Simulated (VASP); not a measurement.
# Hf3C2 (P6_3/mmc) in VASP: notebook

The runs below take Hf3C2 through single point, relaxation of cell and atoms, with PBE.

All numbers are computed with VASP 6.6.1; they aren't measurements. Logs are shortened: lines on timing, memory, paths and dates and some standing lists are left out, and cuts for length are marked.

**1. The cell of the first run**

It takes space group P6_3/mmc (No. 194, hexagonal). Conventional cell: a = 3.289 Å, b = 3.289 Å, c = 16.444 Å, α = 90.00°, β = 90.00°, γ = 120.00°. Within 2.9 Å of Hf (site symmetry 3m) lie 3 C at 2.22 Å. Hf (site symmetry -3m) has 6 C at 2.36 Å and 12 Hf at 3.17 to 3.29 Å within 3.3 Å. Within 2.9 Å of C (site symmetry 3m) lie 6 Hf at 2.22 to 2.36 Å.

The cell was built from a structure type or drawn by symmetry, and may not be a known phase.

**2. Single point, PBE**

File INCAR:

```
PREC     = Accurate       # precision mode
ENCUT    = 520            # plane-wave cutoff, eV
EDIFF    = 1E-6           # SCF threshold, eV
ISMEAR   = 0              # smearing method
SIGMA    = 0.2            # smearing width, eV
LREAL    = F              # projectors in reciprocal space
LASPH    = T              # aspherical terms in the spheres
NELM     = 100            # most SCF steps
ALGO     = Normal         # electronic algorithm
ISIF     = 2              # what is computed and relaxed
LWAVE    = F              # write WAVECAR
LCHARG   = F              # write CHGCAR
GGA      = PE             # functional
NBANDS   = 49             # bands
```

File KPOINTS:

```
Automatic mesh
0
Gamma
  6 6 1
```

File POSCAR:

```
Hf3C2
1.0
    3.2892803496      0.0000000000      0.0000000000
   -1.6446401748      2.8486003429      0.0000000000
    0.0000000000      0.0000000000     16.4436574660
Hf C
6 4
Direct
    0.3333333333      0.6666666667      0.8455570830
    0.6666666667      0.3333333333      0.3455570830
    0.6666666667      0.3333333333      0.1544429170
    0.3333333333      0.6666666667      0.6544429170
    0.0000000000      0.0000000000      0.0000000000
    0.0000000000      0.0000000000      0.5000000000
    0.6666666667      0.3333333333      0.9152774986
    0.3333333333      0.6666666667      0.4152774986
    0.6666666667      0.3333333333      0.5847225014
    0.3333333333      0.6666666667      0.0847225014
```

Potentials or basis: VASP PAW PBE potentials, release 64 (Hf_pv, C).

Command:

```sh
> cat potpaw_PBE.64/Hf_pv/POTCAR potpaw_PBE.64/C/POTCAR > POTCAR
> mpirun -np 1 vasp_std > vasp.out
```

OUTCAR:

```text
PREC = Accurate
   ENCUT = 520
   EDIFF = 1E-6
   ISMEAR = 0
   LREAL = F
   LASPH = T
   NELM = 100
   ISIF = 2
   GGA = PE

 ion  position               nearest neighbor table
   1  0.333  0.667  0.846-   7 2.22   7 2.22   7 2.22   4 3.14   5 3.17   5 3.17   5 3.17
   2  0.667  0.333  0.346-   8 2.22   8 2.22   8 2.22   3 3.14   6 3.17   6 3.17   6 3.17
   3  0.667  0.333  0.154-  10 2.22  10 2.22  10 2.22   2 3.14   5 3.17   5 3.17   5 3.17
   4  0.333  0.667  0.654-   9 2.22   9 2.22   9 2.22   1 3.14   6 3.17   6 3.17   6 3.17
   5  0.000  0.000  0.000-   7 2.36  10 2.36  10 2.36   7 2.36   7 2.36  10 2.36   1 3.17   3 3.17
                             1 3.17   3 3.17   1 3.17   3 3.17
   6  0.000  0.000  0.500-   8 2.36   9 2.36   8 2.36   9 2.36   9 2.36   8 2.36   2 3.17   4 3.17
                             4 3.17   2 3.17   4 3.17   2 3.17
   7  0.667  0.333  0.915-   1 2.22   1 2.22   1 2.22   5 2.36   5 2.36   5 2.36
   8  0.333  0.667  0.415-   2 2.22   2 2.22   2 2.22   6 2.36   6 2.36   6 2.36
   9  0.667  0.333  0.585-   4 2.22   4 2.22   4 2.22   6 2.36   6 2.36   6 2.36
  10  0.333  0.667  0.085-   3 2.22   3 2.22   3 2.22   5 2.36   5 2.36   5 2.36

  LATTYP: Found a hexagonal cell.
 ALAT       =     3.2892803496
 C/A-ratio  =     4.9991656892

  Lattice vectors:

 A1 = (   3.2892803496,   0.0000000000,   0.0000000000)
 A2 = (  -1.6446401748,   2.8486003429,   0.0000000000)
 A3 = (   0.0000000000,   0.0000000000,  16.4436574660)

Analysis of symmetry for initial positions (statically):
=====================================================================
 Subroutine PRICEL returns:
 Original cell was already a primitive cell.

 Routine SETGRP: Setting up the symmetry group for a
 hexagonal supercell.

 Subroutine GETGRP returns: Found 24 space group operations
 (whereof 12 operations were pure point group operations)
 out of a pool of 24 trial point group operations.

The static configuration has the point symmetry D_3d.
 The point group associated with its full space group is D_6h.

Analysis of symmetry for dynamics (positions and initial velocities):
=====================================================================
 Subroutine PRICEL returns:
 Original cell was already a primitive cell.

 Routine SETGRP: Setting up the symmetry group for a
 hexagonal supercell.

 Subroutine GETGRP returns: Found 24 space group operations
 (whereof 12 operations were pure point group operations)
 out of a pool of 24 trial point group operations.

[... 107 lines left out ...]
   POTIM  = 0.5000    time-step for ionic-motion
   TEBEG  =    0.0;   TEEND  =   0.0 temperature during run
   PSTRESS=    0.0 pullay stress
   NELECT =      76.0000    total number of electrons
   NUPDOWN=      -1.0000    fix difference up-down
   EMIN   =  10.00;   EMAX   =-10.00  energy-range for DOS
   EFERMI =   0.00;   METHOD = LEGACY
   ISMEAR =     0;   SIGMA  =   0.20  broadening in eV -4-tet -1-fermi 0-gaus
   EFERMI_NEDOS =   21; number of points for ismear=-14 and -15
   IALGO  =     38    algorithm
   IMIX   =      4    mixing-type and parameters
     AMIX     =   0.40;   BMIX     =  1.00
     AMIX_MAG =   1.60;   BMIX_MAG =  1.00
  volume/ion in A,a.u.               =      15.41       103.97
  Fermi-wavevector in a.u.,A,eV,Ry     =   1.293508  2.444375 22.764760  1.673163
  Thomas-Fermi vector in A             =   2.425149
   LORBIT       =      0    0 simple, 1 ext, 2 COOP (PROOUT), +10 PAW based schemes
   GGA     = PE    functional components
   LHFCALC =     F    Hartree Fock is set to
   AEXX    =    0.0000 exact exchange contribution
   IVDW    =     0    specifies the selected vdW correction
   LEPSILON=     F    determine dielectric tensor
   LRPA    =     F    only Hartree local field effects (RPA)
 non-spin polarized calculation
 Gauss-broadening in eV      SIGMA  =   0.20
  energy-cutoff  :      520.00
  volume of cell :      154.07
 maximum number of plane-waves:      4176
   NGX = 13   NGY = 13   NGZ = 61

 number of electron      75.9999981 magnetization

 Free energy of the ion-electron system (eV)
  ---------------------------------------------------
  ext. energy  EPLUGINS =         0.00000000
  ---------------------------------------------------
  free energy    TOTEN  =      -103.75261317 eV

  energy without entropy =     -103.70468321  energy(sigma->0) =     -103.72864819

 E-fermi :   5.4758     XC(G=0): -11.5847

 val. band max:        5.4585744772   @ k =   0.1667  -0.0000   0.0000
 cond. band min:       5.7594745273   @ k =   0.3333   0.1667   0.0000
 fundamental gap:      0.3009000501
 Fermi energy:         5.4758449726

 k-point     1 :       0.0000    0.0000    0.0000
  band No.  band energies     occupation
      1     -25.5142      2.00000
      2     -25.3865      2.00000
      3     -25.3340      2.00000
      4     -25.1527      2.00000
      5     -24.8628      2.00000
      6     -24.8628      2.00000
[... 353 lines left out ...]
     48       8.8542      0.00000
     49       8.8543      0.00000

------------------------ aborting loop because EDIFF is reached ----------------------------------------

  FORCE on cell =-STRESS in cart. coord.  units (eV):
  Direction    XX          YY          ZZ          XY          YZ          ZX
  --------------------------------------------------------------------------------------
  -------------------------------------------------------------------------------------
  Total       -0.8243568     -0.8243568     -0.5712540      0.0000000     -0.0000000      0.0000000
  in kB       -8.5722529     -8.5722529     -5.9403085      0.0000000     -0.0000000      0.0000000
  external PRESSURE =      -7.6949381 kB  Pullay stress =       0.0000000 kB

 VOLUME and BASIS-vectors are now :
 -----------------------------------------------------------------------------
  energy-cutoff  :      520.00
  volume of cell :      154.07
      direct lattice vectors                 reciprocal lattice vectors
     3.289280350  0.000000000  0.000000000     0.304017868  0.175524798  0.000000000
    -1.644640175  2.848600343  0.000000000     0.000000000  0.351049596  0.000000000
     0.000000000  0.000000000 16.443657466     0.000000000  0.000000000  0.060813721

 POSITION                                       TOTAL-FORCE (eV/Angst)
 -----------------------------------------------------------------------------------
     -0.00000      1.89907     13.90405         0.000000      0.000000      0.050537
      1.64464      0.94953      5.68222         0.000000      0.000000      0.050537
      1.64464      0.94953      2.53961        -0.000000     -0.000000     -0.050537
     -0.00000      1.89907     10.76144         0.000000     -0.000000     -0.050537
      0.00000      0.00000      0.00000         0.000000      0.000000      0.000000
      0.00000      0.00000      8.22183         0.000000      0.000000      0.000000
      1.64464      0.94953     15.05051        -0.000000      0.000000     -0.014892
     -0.00000      1.89907      6.82868        -0.000000     -0.000000     -0.014892
      1.64464      0.94953      9.61498        -0.000000     -0.000000      0.014892
     -0.00000      1.89907      1.39315         0.000000     -0.000000      0.014892
 -----------------------------------------------------------------------------------
    total drift:                               -0.000000      0.000000     -0.000000

  FREE ENERGIE OF THE ION-ELECTRON SYSTEM (eV)
  ---------------------------------------------------
  free  energy   TOTEN  =      -103.7526131733 eV

  energy  without entropy=     -103.7046832112  energy(sigma->0) =     -103.72864819
```

OSZICAR:

```text
N       E                     dE             d eps       ncg     rms          rms(c)
DAV:   1     0.356921489216E+03    0.35692E+03   -0.41089E+04   718   0.149E+03
DAV:   2    -0.928140939761E+02   -0.44974E+03   -0.43162E+03   837   0.371E+02
DAV:   3    -0.120622608657E+03   -0.27809E+02   -0.27025E+02   844   0.651E+01
DAV:   4    -0.121340036773E+03   -0.71743E+00   -0.71400E+00   860   0.107E+01
DAV:   5    -0.121356031722E+03   -0.15995E-01   -0.15980E-01   876   0.151E+00    0.127E+02
DAV:   6    -0.104046739488E+03    0.17309E+02   -0.99564E+01   792   0.309E+01    0.832E+01
DAV:   7    -0.104982984191E+03   -0.93624E+00   -0.18190E+01   827   0.164E+01    0.240E+01
DAV:   8    -0.103758330528E+03    0.12247E+01   -0.73062E+00   835   0.987E+00    0.508E+00
DAV:   9    -0.103758456282E+03   -0.12575E-03   -0.65110E-01   843   0.311E+00    0.437E+00
DAV:  10    -0.103755392074E+03    0.30642E-02   -0.39155E-02   866   0.805E-01    0.172E+00
DAV:  11    -0.103752999770E+03    0.23923E-02   -0.16776E-02   794   0.579E-01    0.693E-01
DAV:  12    -0.103752611553E+03    0.38822E-03   -0.26904E-03   828   0.229E-01    0.215E-01
DAV:  13    -0.103752620092E+03   -0.85394E-05   -0.16289E-04   836   0.555E-02    0.115E-01
DAV:  14    -0.103752613766E+03    0.63259E-05   -0.32294E-05   828   0.197E-02    0.519E-02
DAV:  15    -0.103752613173E+03    0.59303E-06   -0.52403E-06   747   0.106E-02
   1 F= -.10375261E+03 E0= -.10372865E+03  d E =-.479300E-01
```

stdout:

```text
POSCAR found type information on POSCAR HfC
 POSCAR found :  2 types and      10 ions
 scaLAPACK will be used
 LDA part: xc-table for (Slater+PW92), standard interpolation
 POSCAR, INCAR and KPOINTS ok, starting setup
 FFT: planning ... GRIDC
 FFT: planning ... GRID_SOFT
 FFT: planning ... GRID
 WAVECAR not read
 entering main loop
```

It took 34 s on 1 thread of Intel Xeon 6975P-C (Granite Rapids), shared host; peak memory 0.26 GiB.

Results:

```
Free energy            : -103.7526 eV
Pressure               : -0.8 GPa
Largest force          : 0.051 eV/Å
Band gap on the k mesh : zero (bands 38 and 39 overlap by 1.07 eV)
```

Forces on the atoms (eV/Å):
```
Hf   0.000  0.000  0.051
Hf   0.000  0.000  0.051
Hf   0.000  0.000 -0.051
Hf   0.000  0.000 -0.051
Hf   0.000  0.000  0.000
Hf   0.000  0.000  0.000
C    0.000  0.000 -0.015
C    0.000  0.000 -0.015
C    0.000  0.000  0.015
C    0.000  0.000  0.015
```

Levels at points of the mesh, in eV from the Fermi level:
```tsv
k point	band 35	band 36	band 37	band 38	band 39	band 40	band 41	band 42
(0.00, 0.00, 0.00)	-2.03	-2.03	0.65	0.91	0.94	0.94	1.11	1.11
(0.50, 0.00, 0.00)	-1.93	-1.90	-1.23	-1.16	0.29	0.41	1.82	1.86
```

Caveat: the k points lie up to 0.38 Å⁻¹ apart, too coarse for converged energies and pressures of a metal; spin-orbit coupling is left out, which moves the levels of the heavy elements.

**3. Relaxation of cell and atoms, PBE**

This run uses another cell than the first one, of 15.21 Å³/atom.

File INCAR:

```
SYSTEM = Hf3C2
ALGO = Normal ; EDIFF = 1E-6
EDIFFG = -0.08 ; ENCUT = 600
GGA = PE ; IBRION = 2
ISIF = 3 ; ISMEAR = 0
LASPH = .True. ; LCHARG = .False.
LREAL = .False. ; LWAVE = .False.
NELM = 100 ; NSW = 36
PREC = Accurate ; SIGMA = 0.2
```

File KPOINTS:

```
k-points
0
Gamma
  6 6 1
  0 0 0
```

File POSCAR:

```
Hf3C2
1.0
    3.2906754000      0.0000000000      0.0000000000
   -1.6453377000      2.8498084900      0.0000000000
    0.0000000000      0.0000000000     16.2217291400
Hf C
6 4
Direct
    0.3333333300      0.6666666700      0.8438777300
    0.6666666700      0.3333333300      0.3438777300
    0.6666666700      0.3333333300      0.1561222700
    0.3333333300      0.6666666700      0.6561222700
    0.0000000000      0.0000000000      0.0000000000
    0.0000000000      0.0000000000      0.5000000000
    0.6666666700      0.3333333300      0.9141037500
    0.3333333300      0.6666666700      0.4141037500
    0.6666666700      0.3333333300      0.5858962500
    0.3333333300      0.6666666700      0.0858962500
```

Potentials or basis: VASP PAW PBE potentials, release 64 (Hf_pv, C).

Command:

```sh
> cat potpaw_PBE.64/Hf_pv/POTCAR potpaw_PBE.64/C/POTCAR > POTCAR
> mpirun -np 1 vasp_std > vasp.out
```

Wall time 2.8 min (1 thread of Intel Xeon 6975P-C (Granite Rapids), shared host); peak memory 0.36 GiB.

Results (log left out):

* Free energy: -103.7581 eV
* Relaxed volume: 15.34 Å³/atom
* Relaxed cell: a = 3.284 Å, b = 3.284 Å, c = 16.420 Å, α = 90.00°, β = 90.00°, γ = 120.00°
* Space group after relaxing (to 0.1 Å): P6_3/mmc (No. 194)
* Energy gained by relaxing: 3.2 meV/atom
* Ionic steps: 6
* Pressure after relaxing: 0.1 GPa
* Largest force after relaxing: 0.026 eV/Å
* Band gap on the k mesh: zero (bands 38 and 39 overlap by 1.08 eV)

Forces on the atoms (eV/Å):
```
Hf   0.000  0.000 -0.026
Hf   0.000  0.000 -0.026
Hf   0.000  0.000  0.026
Hf   0.000  0.000  0.026
Hf   0.000  0.000  0.000
Hf   0.000  0.000  0.000
C    0.000  0.000  0.006
C    0.000  0.000  0.006
C    0.000  0.000 -0.006
C    0.000  0.000 -0.006
```

Stress tensor (GPa, compression positive):
```
0.02 0.00 0.00
0.00 0.02 0.00
0.00 0.00 0.21
```

Step by step:
```
step  energy change (eV)  largest force (eV/Å)  pressure (GPa)  volume (Å³)
   1              0.0000                0.2653            0.13       152.12
   2             -0.0228                0.1613            0.61       152.38
   3             -0.0228                0.1596            0.60       152.38
   4             -0.0283                0.1187           -0.73       153.71
   5             -0.0284                0.1153           -0.62       153.61
   6             -0.0317                0.0260            0.08       153.37
```

Final structure:
```
Hf C
1.0
     3.28419    0.00000    0.00000
    -1.64209    2.84419    0.00000
     0.00000    0.00000   16.41963
Hf C
6 4
Cartesian
  0.0000 1.8961 13.8843
  1.6421 0.9481 5.6744
  1.6421 0.9481 2.5354
  0.0000 1.8961 10.7452
  0.0000 0.0000 0.0000
  0.0000 0.0000 8.2098
  1.6421 0.9481 15.0281
  0.0000 1.8961 6.8182
  1.6421 0.9481 9.6014
  0.0000 1.8961 1.3916
```

Levels at points of the mesh, in eV from the Fermi level:
| k point | band 35 | band 36 | band 37 | band 38 | band 39 | band 40 | band 41 | band 42 |
| --- | --- | --- | --- | --- | --- | --- | --- | --- |
| (0.00, 0.00, 0.00) | -2.04 | -2.04 | 0.65 | 0.92 | 0.94 | 0.94 | 1.12 | 1.12 |
| (0.50, 0.00, 0.00) | -1.93 | -1.91 | -1.23 | -1.16 | 0.31 | 0.43 | 1.84 | 1.87 |

Caveat: the k points lie up to 0.38 Å⁻¹ apart in the final cell, too coarse for converged energies and pressures of a metal; spin-orbit coupling is left out, which moves the levels of the heavy elements.

**4. Single point, PBE**

This run uses another cell than the first one, of 15.33 Å³/atom.

File INCAR:

```
SYSTEM = Hf3C2
PREC     = Accurate       ! precision mode
ENCUT    = 520            ! plane-wave cutoff, eV
EDIFF    = 1E-6           ! SCF threshold, eV
ISMEAR   = 0              ! smearing method
SIGMA    = 0.1            ! smearing width, eV
LREAL    = .False.        ! projectors in reciprocal space
LASPH    = .True.         ! aspherical terms in the spheres
NELM     = 60             ! most SCF steps
ALGO     = Normal         ! electronic algorithm
ISIF     = 2              ! what is computed and relaxed
LWAVE    = .False.        ! write WAVECAR
LCHARG   = .False.        ! write CHGCAR
GGA      = PE             ! functional
NBANDS   = 49             ! bands
```

File KPOINTS:

```
Automatic mesh
0
Gamma
  12 12 2
  0 0 0
```

File POSCAR:

```
Hf3C2
1.0
    3.2847933960      0.0000000000      0.0000000000
   -1.6423966980      2.8447145271      0.0000000000
    0.0000000000      0.0000000000     16.4051391077
Hf C
6 4
Direct
    0.3333333333      0.6666666667      0.8446501706
    0.6666666667      0.3333333333      0.3446501706
    0.6666666667      0.3333333333      0.1553498294
    0.3333333333      0.6666666667      0.6553498294
    0.0000000000      0.0000000000      0.0000000000
    0.0000000000      0.0000000000      0.5000000000
    0.6666666667      0.3333333333      0.9151634213
    0.3333333333      0.6666666667      0.4151634213
    0.6666666667      0.3333333333      0.5848365787
    0.3333333333      0.6666666667      0.0848365787
```

Command:

```sh
> cat potpaw_PBE.64/Hf_pv/POTCAR potpaw_PBE.64/C/POTCAR > POTCAR
> mpirun -np 1 vasp_std > vasp.out
```

It took 2.6 min on 1 thread of Intel Xeon 6975P-C (Granite Rapids), shared host; peak memory 0.38 GiB.

Results (log left out):

| Quantity | Value |
| --- | --- |
| Free energy | -103.7907 eV |
| Pressure | -0.7 GPa |
| Largest force | 0.068 eV/Å |
| Band gap on the k mesh | zero (bands 38 and 39 overlap by 1.04 eV) |

Forces in eV/Å, atoms in the order of the input:
```
Hf   0.000  0.000  0.068
Hf   0.000  0.000  0.068
Hf   0.000  0.000 -0.068
Hf   0.000  0.000 -0.068
Hf   0.000  0.000  0.000
Hf   0.000  0.000  0.000
C    0.000  0.000 -0.005
C    0.000  0.000 -0.005
C    0.000  0.000  0.005
C    0.000  0.000  0.005
```

Levels at points of the mesh, in eV from the Fermi level:
```csv
k point,band 36,band 37,band 38,band 39,band 40,band 41
"(0.00, 0.00, 0.00)",-2.16,0.42,0.71,0.78,0.78,0.96
"(0.50, 0.00, 0.00)",-2.07,-1.41,-1.34,0.13,0.26,1.64
"(0.00, 0.00, 0.50)",-2.21,0.54,0.54,0.86,0.86,0.86
"(0.50, 0.00, 0.50)",-2.15,-1.36,-1.36,0.22,0.22,1.62
```

Caveat: spin-orbit coupling is left out, which moves the levels of the heavy elements.

**5. Overview**

```csv
task,cell,k mesh,cutoff (eV),smearing,gap on the mesh (eV),pressure (GPa),largest force (eV/Å)
single point,"a = 3.289, b = 3.289, c = 16.444 Å, angles 90.0, 90.0, 120.0°, 10 atoms, atomic positions A",6 × 6 × 1,520,gaussian 0.2 eV,none,-0.8,0.05
relaxation of cell and atoms,"relaxed from a = 3.291, b = 3.291, c = 16.222 Å, angles 90.0, 90.0, 120.0°, 10 atoms, atomic positions B",6 × 6 × 1,600,gaussian 0.2 eV,none,0.1,0.03
single point,"a = 3.285, b = 3.285, c = 16.405 Å, angles 90.0, 90.0, 120.0°, 10 atoms, atomic positions C",12 × 12 × 2,520,gaussian 0.1 eV,none,-0.7,0.07
```

Alike in all rows: level PBE; potentials or basis VASP PAW PBE potentials, release 64 (Hf_pv, C); no spin polarisation.

Caveats: some runs use coarse meshes; spin-orbit coupling is left out, which moves the levels of the heavy elements.

Total energies depend on the potentials used, so only differences within one code and one set of settings carry meaning.
